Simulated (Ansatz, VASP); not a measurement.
# SiMo3 in VASP and in Ansatz

```
Si Mo
1.0
     1.63313   -2.23958    0.00000
     1.63313    2.23958    0.00000
     0.00000    0.00000    8.27123
Si Mo
1 3
Direct
  0.00000 0.00000 0.00000
  0.50000 0.50000 0.76324
  0.00000 0.00000 0.50000
  0.50000 0.50000 0.23676
```

Change from the starting cell: species swapped into the AlV3 type (Cmmm, No. 65).

Alike in both runs: functional PBE; k mesh 7 × 7 × 2; occupations gaussian, width 0.2 eV; no spin polarisation.

Ansatz relaxed the structure, and its values are those at the end. VASP's run is a single point on that final structure, the one shown.

```csv
,VASP,Ansatz
version,VASP 6.6.1,Ansatz 0.2.0
potentials or method,"VASP PAW PBE potentials, release 64 (Si, Mo_sv), cutoff 500 eV","scalar-relativistic, plane waves, PAW"
valence electrons in the cell,46,46
```

Ansatz gave:

```
gap on the k mesh at the Fermi level (eV) : none
pressure (GPa)                            : -0.1
rms of the force components (eV/Å)        : 0.001
```

Which values does VASP return?

gap on the k mesh at the Fermi level (eV): none; pressure (GPa): 0.3; rms of the force components (eV/Å): 0.004.

A gap of «none» marks a metal or a gap that the smearing closes.

The k mesh is coarse, so the values compare programs but aren't converged.
